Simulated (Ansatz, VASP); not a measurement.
**Ca2C: VASP beside Ansatz**

Contents of POSCAR:

```
Ca2C
1.0
    0.0000000000      3.1285803957      3.1285803957
    3.1285803957      0.0000000000      3.1285803957
    3.1285803957      3.1285803957      0.0000000000
C Ca
1 2
Direct
    0.0000000000      0.0000000000      0.0000000000
    0.2500000000      0.2500000000      0.2500000000
    0.7500000000      0.7500000000      0.7500000000
```

File INCAR.step1:

```
SYSTEM = Ca2C
ALGO = Normal
EDIFF = 1E-5
ENCUT = 520
GGA = PE
ISIF = 2
ISMEAR = 0
LASPH = .True.
LREAL = .False.
LWAVE = .True.
NBANDS = 19
NELM = 60
PREC = Accurate
SIGMA = 0.01
```

The input INCAR.step2:

```
SYSTEM = Ca2C
AEXX = 1.0
AGGAC = 0.0
ALDAC = 0.0
ALGO = Normal
EDIFF = 1E-7
ENCUT = 520
GGA = PE
ISIF = 2
ISMEAR = 0
ISTART = 1
LASPH = .True.
LCHARG = .True.
LELF = .True.
LHFCALC = .True.
LREAL = .False.
LVHAR = .True.
LWAVE = .False.
NBANDS = 19
NELM = 60
PREC = Accurate
PRECFOCK = Normal
SIGMA = 0.01
```

The input KPOINTS:

```
k-points
0
Gamma
  4 4 4
  0 0 0
```

Input for Ansatz:

```yaml
crystal:
  lattice:
    - [0.0, 3.1285803957, 3.1285803957]
    - [3.1285803957, 0.0, 3.1285803957]
    - [3.1285803957, 3.1285803957, 0.0]
  atoms:
    - { symbol: C, position: [0.0, 0.0, 0.0] }
    - { symbol: Ca, position: [0.25, 0.25, 0.25] }
    - { symbol: Ca, position: [0.75, 0.75, 0.75] }
kpoints:
  mp_grid: { grid: [4, 4, 4] }
hamiltonian:
  xc: hf
scf:
  occupations: { method: fixed }
  n_extra_bands: 4
output:
  forces: true
  stress: true
  eigenvalues: true
```

Alike in both runs: task single point; functional HF; k mesh 4 × 4 × 4; no spin polarisation.

|  | VASP | Ansatz |
| --- | --- | --- |
| version | VASP 6.6.1 | Ansatz 0.2.0 |
| potentials or method | VASP PAW PBE potentials, release 64 (C, Ca_sv) | plane waves |
| plane-wave cutoff (eV) | 520 | 420 |
| occupations | gaussian, width 0.01 eV | fixed |
| valence electrons in the cell | 24 | 24 |

|  | VASP | Ansatz | Ansatz less VASP |
| --- | --- | --- | --- |
| gap on the k mesh at the Fermi level (eV) | 6.28 | 6.19 | -0.083 |
| pressure (GPa) | 5.7 | 5.5 | -0.16 |

VASP's potentials were made for PBE, not for HF. Ansatz's warnings: stress exchange threshold loose, stress scf threshold loose.

The k mesh is coarse, so the values compare programs but aren't converged.
